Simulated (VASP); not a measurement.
Here is a VASP 6.6.1 calculation.

File INCAR:

```
SYSTEM = BP
PREC = Accurate
ENCUT = 500
EDIFF = 1E-6
ISMEAR = 0
SIGMA = 0.02
LREAL = .False.
LASPH = .True.
NELM = 120
ALGO = Normal
ISIF = 2
LWAVE = .False.
LCHARG = .False.
GGA = PE
NBANDS = 11
GGA_COMPAT = .False.
```

Contents of KPOINTS:

```
regular mesh
0
Gamma
  10 10 10
  0 0 0
```

The input POSCAR:

```
BP
1.0
    0.0000000000      2.2740785318      2.2740785318
    2.2740785318      0.0000000000      2.2740785318
    2.2740785318      2.2740785318      0.0000000000
B P
1 1
Direct
    0.0000000000      0.0000000000      0.0000000000
    0.2500000000      0.2500000000      0.2500000000
```

Potentials or basis: VASP PAW PBE potentials, release 64 (B, P).

Launch:

```bash
$ cat potpaw_PBE.64/B/POTCAR potpaw_PBE.64/P/POTCAR > POTCAR
$ mpirun -np 1 vasp_std > vasp.out
```

Question: Predict the pressure.

Answer: -0.2 GPa.

Question: Estimate the band gap on the k mesh.

Answer: 1.25 eV, indirect (least direct gap 3.39 eV).

A k mesh can miss the band edges. Expect the measured gap to be larger: semilocal functionals such as PBE lack the derivative discontinuity.
